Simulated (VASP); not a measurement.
A run of VASP 6.6.1:

File INCAR:

```
PREC = Accurate ; ENCUT = 520
EDIFF = 1E-7 ; ISMEAR = 0
SIGMA = 0.1 ; LREAL = F
LASPH = T ; NELM = 60
ALGO = Normal ; ISIF = 2
LWAVE = F ; LCHARG = F
GGA = PE ; NBANDS = 38
```

KPOINTS

```
Automatic mesh
0
Gamma
  6 6 8
```

File POSCAR:

```
Si4Mo3
1.0
    5.2595702200      0.0000000000      0.0000000000
   -2.6297851100      4.5549214235      0.0000000000
    0.0000000000      0.0000000000      4.4486721376
Si Mo
4 3
Direct
    0.0000000000      0.0000000000      0.7490231452
    0.0000000000      0.0000000000      0.2509768548
    0.3333333333      0.6666666667      0.0000000000
    0.6666666667      0.3333333333      0.0000000000
    0.5000000000      0.0000000000      0.5000000000
    0.0000000000      0.5000000000      0.5000000000
    0.5000000000      0.5000000000      0.5000000000
```

Potentials or basis: VASP PAW PBE potentials, release 64 (Si, Mo_sv).

Run with:

```sh
$ cat potpaw_PBE.64/Si/POTCAR potpaw_PBE.64/Mo_sv/POTCAR > POTCAR
$ mpirun -np 1 vasp_std > vasp.out
```

Hardware: 1 thread of Intel(R) Xeon(R) Platinum 8559C (Emerald Rapids), on a shared host.

Problem. How long does it take, and how much memory?

Solution. It took 72 s on 1 thread of Intel(R) Xeon(R) Platinum 8559C (Emerald Rapids), with other jobs on the host, peak memory 0.29 GiB. Counts: scf iterations 14, k points 35.
